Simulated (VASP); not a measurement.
# Li2Se (Fm-3m) in VASP: single point with PBE

Aim: the single point of Li2Se with PBE.

All numbers are computed with VASP 6.6.1; they aren't measurements. Logs are shortened: lines on timing, memory, paths and dates and some standing lists are left out, and cuts for length are marked.

### Step 1. The cell of the first run

Symmetry: Fm-3m, No. 225, cubic system. Conventional cell: a = 6.031 Å, b = 6.031 Å, c = 6.031 Å, α = 90.00°, β = 90.00°, γ = 90.00°. Within 3.4 Å of Se (site symmetry m-3m) lie 8 Li at 2.61 Å. Within 3.4 Å of Li (site symmetry -43m) lie 4 Se at 2.61 Å and 6 Li at 3.02 Å.

### Step 2. Single point, PBE

Input file POSCAR:

```
Li2Se
1.0
    0.0000000000      3.0156840000      3.0156840000
    3.0156840000      0.0000000000      3.0156840000
    3.0156840000      3.0156840000      0.0000000000
Se Li
1 2
Direct
    0.0000000000      0.0000000000      0.0000000000
    0.2500000000      0.2500000000      0.2500000000
    0.7500000000      0.7500000000      0.7500000000
```

Input file INCAR.step1:

```
SYSTEM = Li2Se
PREC = Accurate ; ENCUT = 650
EDIFF = 1E-6 ; ISMEAR = -1
SIGMA = 0.1 ; LREAL = .False.
LASPH = .True. ; NELM = 120
ALGO = Normal ; ISIF = 2
LWAVE = .False. ; LCHARG = .True.
GGA = PE ; NBANDS = 13
GGA_COMPAT = .False. ; NEDOS = 2001
LORBIT = 11
```

Input file KPOINTS.step1:

```
Automatic mesh
0
Gamma
  7 7 7
  0 0 0
```

Input file INCAR.step2:

```
SYSTEM = Li2Se
PREC = Accurate ; ENCUT = 650
EDIFF = 1E-6 ; ISMEAR = -5
SIGMA = 0.1 ; LREAL = .False.
LASPH = .True. ; NELM = 120
ALGO = Normal ; ISIF = 2
LWAVE = .False. ; LCHARG = .False.
GGA = PE ; LORBIT = 10
NEDOS = 2001 ; ICHARG = 11
GGA_COMPAT = .False.
```

Input file KPOINTS.step2:

```
Automatic mesh
0
Gamma
  11 11 11
  0 0 0
```

Potentials or basis: VASP PAW PBE potentials, release 64 (Se, Li_sv).

Launch:

```sh
$ cat potpaw_PBE.64/Se/POTCAR potpaw_PBE.64/Li_sv/POTCAR > POTCAR
$ cp INCAR.step1 INCAR
$ cp KPOINTS.step1 KPOINTS
$ mpirun -np 1 vasp_std > vasp.out
$ cp INCAR.step2 INCAR
$ cp KPOINTS.step2 KPOINTS
$ mpirun -np 1 vasp_std > vasp.out
```

OUTCAR:

```text
SYSTEM = Li2Se
   PREC = Accurate
   ENCUT = 650
   EDIFF = 1E-6
   ISMEAR = -5
   LREAL = .False.
   LASPH = .True.
   NELM = 120
   ISIF = 2
   GGA = PE
   LORBIT = 10
   ICHARG = 11

 ion  position               nearest neighbor table
   1  0.000  0.000  0.000-   3 2.61   3 2.61   3 2.61   2 2.61   2 2.61   2 2.61   3 2.61   2 2.61

   2  0.250  0.250  0.250-   1 2.61   1 2.61   1 2.61   1 2.61
   3  0.750  0.750  0.750-   1 2.61   1 2.61   1 2.61   1 2.61

  LATTYP: Found a face centered cubic cell.
 ALAT       =     6.0313680000

  Lattice vectors:

 A1 = (   0.0000000000,   3.0156840000,   3.0156840000)
 A2 = (   3.0156840000,   0.0000000000,   3.0156840000)
 A3 = (   3.0156840000,   3.0156840000,   0.0000000000)

Analysis of symmetry for initial positions (statically):
=====================================================================
 Subroutine PRICEL returns:
 Original cell was already a primitive cell.

 Routine SETGRP: Setting up the symmetry group for a
 face centered cubic supercell.

 Subroutine GETGRP returns: Found 48 space group operations
 (whereof 48 operations were pure point group operations)
 out of a pool of 48 trial point group operations.

The static configuration has the point symmetry O_h .

Analysis of symmetry for dynamics (positions and initial velocities):
=====================================================================
 Subroutine PRICEL returns:
 Original cell was already a primitive cell.

 Routine SETGRP: Setting up the symmetry group for a
 face centered cubic supercell.

 Subroutine GETGRP returns: Found 48 space group operations
 (whereof 48 operations were pure point group operations)
 out of a pool of 48 trial point group operations.

The dynamic configuration has the point symmetry O_h .

 Subroutine INISYM returns: Found 48 space group operations
 (whereof 48 operations are pure point group operations),
 and found     1 'primitive' translations

----------------------------------------------------------------------------------------

                                     Primitive cell

  volume of cell :      54.8514

  direct lattice vectors                    reciprocal lattice vectors
     0.000000000  3.015684000  3.015684000    -0.165799865  0.165799865  0.165799865
     3.015684000  0.000000000  3.015684000     0.165799865 -0.165799865  0.165799865
     3.015684000  3.015684000  0.000000000     0.165799865  0.165799865 -0.165799865

  length of vectors
     4.264821213  4.264821213  4.264821213     0.287173790  0.287173790  0.287173790

  position of ions in fractional coordinates (direct lattice)
     0.000000000  0.000000000  0.000000000
     0.250000000  0.250000000  0.250000000
     0.750000000  0.750000000  0.750000000

  ion indices of the primitive-cell ions
   primitive index   ion index
                 1           1
                 2           2
                 3           3

----------------------------------------------------------------------------------------

 KPOINTS: Automatic mesh

Automatic generation of k-mesh.
 Grid dimensions read from file:
 generate k-points for:   11   11   11

 Generating k-lattice:

  Cartesian coordinates                     Fractional coordinates (reciprocal lattice)
    -0.015072715  0.015072715  0.015072715     0.090909091  0.000000000  0.000000000
     0.015072715 -0.015072715  0.015072715     0.000000000  0.090909091  0.000000000
     0.015072715  0.015072715 -0.015072715     0.000000000  0.000000000  0.090909091

  Length of vectors
     0.026106708  0.026106708  0.026106708

  Shift w.r.t. Gamma in fractional coordinates (k-lattice)
     0.000000000  0.000000000  0.000000000

 TETIRR: Found    201 inequivalent tetrahedra from     7986

 Subroutine IBZKPT returns following result:
 ===========================================

 Found     56 irreducible k-points:

 Following reciprocal coordinates:
            Coordinates               Weight
  0.000000  0.000000  0.000000      1.000000
  0.090909  0.000000  0.000000      8.000000
  0.181818  0.000000  0.000000      8.000000
  0.272727  0.000000  0.000000      8.000000
  0.363636  0.000000  0.000000      8.000000
  0.454545  0.000000  0.000000      8.000000
[... 16 lines left out ...]
 -0.272727  0.181818  0.000000     24.000000
 -0.181818  0.181818  0.000000     12.000000
 [... further k-points ...]
   k-points           NKPTS =     56   k-points in BZ     NKDIM =     56   number of bands    NBANDS=     10
   number of dos      NEDOS =   2001   number of ions     NIONS =      3
   total plane-waves  NPLWV =  46656
   dimension x,y,z NGX =    36 NGY =   36 NGZ =   36
   dimension x,y,z NGXF=    72 NGYF=   72 NGZF=   72
   ions per type =               1   2
   NGX,Y,Z   is equivalent  to a cutoff of  14.03, 14.03, 14.03 a.u.
   NGXF,Y,Z  is equivalent  to a cutoff of  28.07, 28.07, 28.07 a.u.
 SYSTEM =  Li2Se
   PREC   = accura    normal or accurate (medium, high low for compatibility)
   ISTART =      0    job   : 0-new  1-cont  2-samecut
   ICHARG =     11    charge: 1-file 2-atom 10-const
   ISPIN  =      1    spin polarized calculation?
   LNONCOLLINEAR =      F non collinear calculations
   LSORBIT =      F    spin-orbit coupling
   LASPH  =      T    aspherical Exc in radial PAW
   ENCUT  =  650.0 eV  47.77 Ry    6.91 a.u.   8.87  8.87  8.87*2*pi/ulx,y,z
   NELM   =    120;   NELMIN=  2; NELMDL=  0     # of ELM steps
   EDIFF  = 0.1E-05   stopping-criterion for ELM
   LREAL  =      F    real-space projection
   EDIFFG = 0.1E-04   stopping-criterion for IOM
   NSW    =      0    number of steps for IOM
   IBRION =     -1    ionic relax: 0-MD 1-quasi-New 2-CG
   NFREE  =      0    steps in history (QN), initial steepest desc. (CG)
   ISIF   =      2    stress and relaxation
   ISYM   =      2    0-nonsym 1-usesym 2-fastsym
   POTIM  = 0.5000    time-step for ionic-motion
   TEBEG  =    0.0;   TEEND  =   0.0 temperature during run
   PSTRESS=    0.0 pullay stress
   NELECT =      12.0000    total number of electrons
   NUPDOWN=      -1.0000    fix difference up-down
   EMIN   =  10.00;   EMAX   =-10.00  energy-range for DOS
   EFERMI =   0.00;   METHOD = LEGACY
   ISMEAR =    -5;   SIGMA  =   0.10  broadening in eV -4-tet -1-fermi 0-gaus
   EFERMI_NEDOS =   21; number of points for ismear=-14 and -15
   IALGO  =     38    algorithm
   IMIX   =      4    mixing-type and parameters
     AMIX     =   0.40;   BMIX     =  1.00
     AMIX_MAG =   1.60;   BMIX_MAG =  1.00
  volume/ion in A,a.u.               =      18.28       123.39
  Fermi-wavevector in a.u.,A,eV,Ry     =   0.986445  1.864110 13.239464  0.973073
  Thomas-Fermi vector in A             =   2.117826
   LORBIT       =     10    0 simple, 1 ext, 2 COOP (PROOUT), +10 PAW based schemes
   GGA     = PE    functional components
   LHFCALC =     F    Hartree Fock is set to
   AEXX    =    0.0000 exact exchange contribution
   IVDW    =     0    specifies the selected vdW correction
   LEPSILON=     F    determine dielectric tensor
   LRPA    =     F    only Hartree local field effects (RPA)
 non-spin polarized calculation
 Fermi weights with tetrahedron method with Bloechl corrections
  energy-cutoff  :      650.00
  volume of cell :       54.85
 maximum number of plane-waves:      2088

 number of electron      11.9999990 magnetization

 Free energy of the ion-electron system (eV)
  ---------------------------------------------------
  ext. energy  EPLUGINS =         0.00000000
  ---------------------------------------------------
  free energy    TOTEN  =       -11.13119122 eV

  energy without entropy =      -11.13119122  energy(sigma->0) =      -11.13119122

 E-fermi :   0.9507     XC(G=0):  -8.2134

 val. band max:        0.9228219723   @ k =   0.0000   0.0000   0.0000
 cond. band min:       3.9607405498   @ k =   0.4545   0.4545   0.0000
 fundamental gap:      3.0379185775
 Fermi energy:         0.9507467179

 k-point     1 :       0.0000    0.0000    0.0000
  band No.  band energies     occupation
      1     -43.8162      2.00000
      2     -43.7939      2.00000
      3     -10.4309      2.00000
      4       0.9228      2.00000
      5       0.9228      2.00000
      6       0.9228      2.00000
      7       4.2555      0.00000
      8       6.5343      0.00000
      9       6.5343      0.00000
     10       6.5343      0.00000

 k-point     2 :       0.0909    0.0000    0.0000
  band No.  band energies     occupation
      1     -43.8157      2.00000
      2     -43.7942      2.00000
      3     -10.4055      2.00000
      4       0.5505      2.00000
      5       0.8732      2.00000
      6       0.8732      2.00000
      7       4.5491      0.00000
      8       6.6613      0.00000
      9       6.6613      0.00000
     10       6.7218      0.00000

 k-point     3 :       0.1818    0.0000    0.0000
  band No.  band energies     occupation
      1     -43.8143      2.00000
      2     -43.7954      2.00000
      3     -10.3352      2.00000
      4      -0.2174      2.00000
      5       0.7492      2.00000
      6       0.7492      2.00000
      7       5.0673      0.00000
      8       6.9363      0.00000
      9       6.9363      0.00000
     10       7.2513      0.00000

 k-point     4 :       0.2727    0.0000    0.0000
  band No.  band energies     occupation
      1     -43.8121      2.00000
      2     -43.7974      2.00000
      3     -10.2385      2.00000
      4      -0.9863      2.00000
      5       0.6034      2.00000
      6       0.6034      2.00000
      7       5.4932      0.00000
      8       7.0794      0.00000
      9       7.0794      0.00000
     10       7.9255      0.00000

 k-point     5 :       0.3636    0.0000    0.0000
  band No.  band energies     occupation
      1     -43.8094      2.00000
      2     -43.7999      2.00000
      3     -10.1442      2.00000
      4      -1.5750      2.00000
      5       0.4827      2.00000
      6       0.4827      2.00000
      7       5.7944      0.00000
      8       6.9953      0.00000
      9       6.9953      0.00000
     10       8.4770      0.00000

 k-point     6 :       0.4545    0.0000    0.0000
  band No.  band energies     occupation
      1     -43.8062      2.00000
      2     -43.8030      2.00000
      3     -10.0853      2.00000
      4      -1.8919      2.00000
      5       0.4159      2.00000
      6       0.4159      2.00000
      7       5.9576      0.00000
      8       6.8887      0.00000
      9       6.8887      0.00000
     10       8.7715      0.00000
[... 183 lines left out ...]
 k-point    21 :      -0.4545    0.1818    0.0000
  band No.  band energies     occupation
      1     -43.8052      2.00000
      2     -43.8039      2.00000
      3     -10.0362      2.00000
      4      -1.7230      2.00000
      5      -0.2015      2.00000
      6       0.1420      2.00000
      7       5.9424      0.00000
      8       7.2215      0.00000
      9       7.7750      0.00000
     10       9.1117      0.00000

 k-point    22 :      -0.3636    0.1818    0.0000
  band No.  band energies     occupation
      1     -43.8066      2.00000
      2     -43.8025      2.00000
      3     -10.0554      2.00000
      4      -1.6368      2.00000
      5      -0.2799      2.00000
      6       0.2858      2.00000
      7       6.2159      0.00000
      8       6.9810      0.00000
      9       7.7378      0.00000
     10       9.1492      0.00000

 k-point    23 :      -0.2727    0.1818    0.0000
  band No.  band energies     occupation
      1     -43.8093      2.00000
      2     -43.7999      2.00000
      3     -10.1203      2.00000
      4      -1.3239      2.00000
      5      -0.2321      2.00000
      6       0.4767      2.00000
      7       6.3196      0.00000
      8       6.8406      0.00000
      9       7.7982      0.00000
     10       8.4695      0.00000

 k-point    24 :      -0.1818    0.1818    0.0000
  band No.  band energies     occupation
      1     -43.8116      2.00000
      2     -43.7978      2.00000
      3     -10.2066      2.00000
      4      -0.9010      2.00000
      5      -0.0045      2.00000
      6       0.6607      2.00000
      7       5.9135      0.00000
      8       7.0790      0.00000
      9       7.5580      0.00000
     10       7.8175      0.00000

 [... further k-points ...]

------------------------ aborting loop because EDIFF is reached ----------------------------------------

  FORCE on cell =-STRESS in cart. coord.  units (eV):
  Direction    XX          YY          ZZ          XY          YZ          ZX
  --------------------------------------------------------------------------------------
  -------------------------------------------------------------------------------------
  Total       -0.1763894     -0.1763894     -0.1763894      0.0000000      0.0000000      0.0000000
  in kB       -5.1522350     -5.1522350     -5.1522350      0.0000000      0.0000000      0.0000000
  external PRESSURE =      -5.1522350 kB  Pullay stress =       0.0000000 kB

 VOLUME and BASIS-vectors are now :
 -----------------------------------------------------------------------------
  energy-cutoff  :      650.00
  volume of cell :       54.85
      direct lattice vectors                 reciprocal lattice vectors
     0.000000000  3.015684000  3.015684000    -0.165799865  0.165799865  0.165799865
     3.015684000  0.000000000  3.015684000     0.165799865 -0.165799865  0.165799865
     3.015684000  3.015684000  0.000000000     0.165799865  0.165799865 -0.165799865

 POSITION                                       TOTAL-FORCE (eV/Angst)
 -----------------------------------------------------------------------------------
      0.00000      0.00000      0.00000        -0.000000     -0.000000      0.000000
      1.50784      1.50784      1.50784         0.000000     -0.000000     -0.000000
      4.52353      4.52353      4.52353         0.000000      0.000000     -0.000000
 -----------------------------------------------------------------------------------
    total drift:                                0.000000      0.000000      0.000000

  FREE ENERGIE OF THE ION-ELECTRON SYSTEM (eV)
  ---------------------------------------------------
  free  energy   TOTEN  =       -11.1311912210 eV

  energy  without entropy=      -11.1311912210  energy(sigma->0) =      -11.13119122

 total charge

# of ion       s       p       d       tot
------------------------------------------
    1        1.420   2.495   0.004   3.919
    2        2.018   0.051   0.000   2.070
    3        2.018   0.051   0.000   2.070
--------------------------------------------------
tot          5.457   2.597   0.004   8.058
```

Run time: 66 s. Hardware: 1 thread of Intel Xeon Platinum 8375C at 2.90GHz (Ice Lake), shared host; peak memory 0.21 GiB.

Results:

| Quantity | Value |
| --- | --- |
| Valence electrons inside the program's atomic spheres | Se 3.92; Li 2.07 |
